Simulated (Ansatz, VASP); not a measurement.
**One calculation of Al2GaP3, two programs**

```
CELL_PARAMETERS angstrom
6.73059 0.00000 0.00000
-3.36529 5.82886 0.00000
0.00000 0.00000 6.38872
ATOMIC_POSITIONS crystal
Al 0.00000 0.00000 0.00039
Al 0.66674 0.66674 0.49968
Al 0.33326 0.00000 0.49968
Al 0.00000 0.33326 0.49968
Ga 0.33333 0.66667 0.00096
Ga 0.66667 0.33333 0.00096
P 0.33333 0.66667 0.37584
P 0.00000 0.00000 0.37447
P 0.66667 0.33333 0.37584
P 0.66708 0.66708 0.87417
P 0.33292 0.00000 0.87417
P 0.00000 0.33292 0.87417
```

Alike in both runs: task relaxation of cell and atoms; functional PBE; k mesh 6 × 6 × 4; occupations gaussian, width 0.02 eV; no spin polarisation.

```csv
,VASP,Ansatz
version,VASP 6.6.1,Ansatz 0.2.0
potentials or method,"VASP PAW PBE potentials, release 64 (Al, Ga_d, P), cutoff 600 eV","scalar-relativistic, plane waves, PAW"
valence electrons in the cell,68,68
```

|  | VASP | Ansatz | Ansatz less VASP |
| --- | --- | --- | --- |
| gap on the k mesh at the Fermi level, each at its own relaxed structure (eV) | 1.71 | 1.71 | +0.003 |
| relaxed volume (Å³/atom) | 20.89 | 20.89 | 0.000 |
| relaxed cell length with the largest relative difference (Å) | 6.731 | 6.731 | 0.0000 |

Noted on VASP's run: the relaxation stopped at its first step, so nothing moved.
